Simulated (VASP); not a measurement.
MgC2, 6 atoms in the cell. It takes space group P4_2/mnm (No. 136, tetragonal). Conventional cell: a = 3.792 Å, b = 3.792 Å, c = 4.617 Å, α = 90.00°, β = 90.00°, γ = 90.00°. Within 2.7 Å of Mg (site symmetry mmm) lie 6 C at 2.06 to 2.39 Å. C (site symmetry m2m) has 1 C at 1.24 Å within 1.7 Å. 

```yaml
Program: VASP 6.6.1
Task: single point
Functional: LDA
Potentials_or_basis: VASP PAW LDA potentials, release 64 (Mg, C)
Cutoff: 520 eV
k_mesh: 5 × 5 × 5
Occupations: fermi-dirac, width 0.05 eV
Spin: no spin polarisation
Dipole_correction: no
Further_INCAR_settings: ALGO = Normal; EDIFF = 1e-06; NBANDS = 19
```

Potentials or basis: VASP PAW LDA potentials, release 64 (Mg, C).

Run with:

```console
$ cat potpaw_LDA.64/Mg/POTCAR potpaw_LDA.64/C/POTCAR > POTCAR
$ mpirun -np 1 vasp_std > vasp.out
```

Hardware: 1 thread of Intel(R) Xeon(R) 6975P-C (Granite Rapids), on a shared host.

Problem. How long does it take, and how much memory?

Solution. Wall time 9.5 s on 1 thread of Intel(R) Xeon(R) 6975P-C (Granite Rapids) (shared host), peak memory 0.15 GiB. Counts: scf iterations 13, k points 18.
